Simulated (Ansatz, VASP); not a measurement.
**One calculation of Bi2Se3, two programs**

```
CELL_PARAMETERS angstrom
2.07150 1.19598 9.54533
-2.07150 1.19598 9.54533
0.00000 -2.39196 9.54533
ATOMIC_POSITIONS crystal
Bi 0.59920 0.59920 0.59920
Bi 0.40115 0.40115 0.40115
Se 0.78830 0.78830 0.78830
Se 0.21170 0.21170 0.21170
Se 0.00000 0.00000 0.00000
```

Alike in both runs: task single point; functional LDA; k mesh 7 × 7 × 7; occupations fermi-dirac, width 0.1 eV; no spin polarisation.

|  | VASP | Ansatz |
| --- | --- | --- |
| version | VASP 6.6.1 | Ansatz 0.2.0 |
| potentials or method | VASP PAW LDA potentials, release 64 (Bi_d, Se), cutoff 500 eV | scalar-relativistic, plane waves, PAW |
| valence electrons in the cell | 48 | 78 |

Ansatz gave:

- rms of the force components (eV/Å): 0.066

Q: Estimate VASP's values.

A: rms of the force components (eV/Å): 0.075.

LDA's correlation is that of Perdew and Zunger in VASP and of Perdew and Wang (1992) in Ansatz. Atom by atom the forces differ by 0.014 eV/Å (rms over components). VASP's potentials hold 48 valence electrons a cell and Ansatz's 78, so a difference there can come from the potentials and not from the codes.

Spin-orbit coupling is off throughout.
